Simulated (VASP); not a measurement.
Set up this calculation in VASP 6.6.1, as the native input.

```
Task                   : single point
Functional             : PBE
Potentials or basis    : VASP PAW PBE potentials, release 64 (Na_pv, Hg, I)
Cutoff                 : 520 eV
k mesh                 : 4 × 4 × 1
Occupations            : gaussian, width 0.1 eV
Spin                   : no spin polarisation
Dipole correction      : yes
Further INCAR settings : ALGO = Normal; EDIFF = 1e-06; NBANDS = 24
```

The structure of NaHgI2 lies in POSCAR:

```
NaHgI2
1.0
    4.3277017218      0.0000000000      0.0000000000
    0.0000000000      4.3277017218      0.0000000000
    0.0000000000      0.0000000000     34.3821900901
Na Hg I
1 1 2
Direct
    1.0000000000      1.0000000000      0.2763058425
    0.5000000000      0.5000000000      0.2763058425
    0.0000000000      0.0000000000      0.1914671749
    0.0000000000      0.0000000000      0.3611445101
```

These files were run (other wordings do the same):

INCAR

```
ALGO     = Normal         # electronic algorithm
DIPOL    = 0.5 0.5 0.276
EDIFF    = 1E-6           # SCF threshold, eV
ENCUT    = 520            # plane-wave cutoff, eV
GGA      = PE             # functional
IDIPOL   = 3            
ISIF     = 2              # what is computed and relaxed
ISMEAR   = 0              # smearing method
LASPH    = True           # aspherical terms in the spheres
LCHARG   = False          # write CHGCAR
LDIPOL   = True         
LREAL    = False          # projectors in reciprocal space
LWAVE    = False          # write WAVECAR
NBANDS   = 24             # bands
NELM     = 100            # most SCF steps
PREC     = Accurate       # precision mode
SIGMA    = 0.1            # smearing width, eV
```

KPOINTS

```
k-points
0
Gamma
  4 4 1
```

Potentials or basis: VASP PAW PBE potentials, release 64 (Na_pv, Hg, I).

Command:

```sh
$ cat potpaw_PBE.64/Na_pv/POTCAR potpaw_PBE.64/Hg/POTCAR potpaw_PBE.64/I/POTCAR > POTCAR
$ mpirun -np 1 vasp_std > vasp.out
```

It gave:

- Largest force: 0.004 eV/Å

Caveat: the k points lie up to 0.36 Å⁻¹ apart; an odd number of electrons without spin polarisation forces a metal; a magnetic or distorted state may lie lower.

Run time: 2.4 min on 1 thread of Intel(R) Xeon(R) Platinum 8375C CPU @ 2.90GHz (Ice Lake) (shared host), peak memory 0.59 GiB.
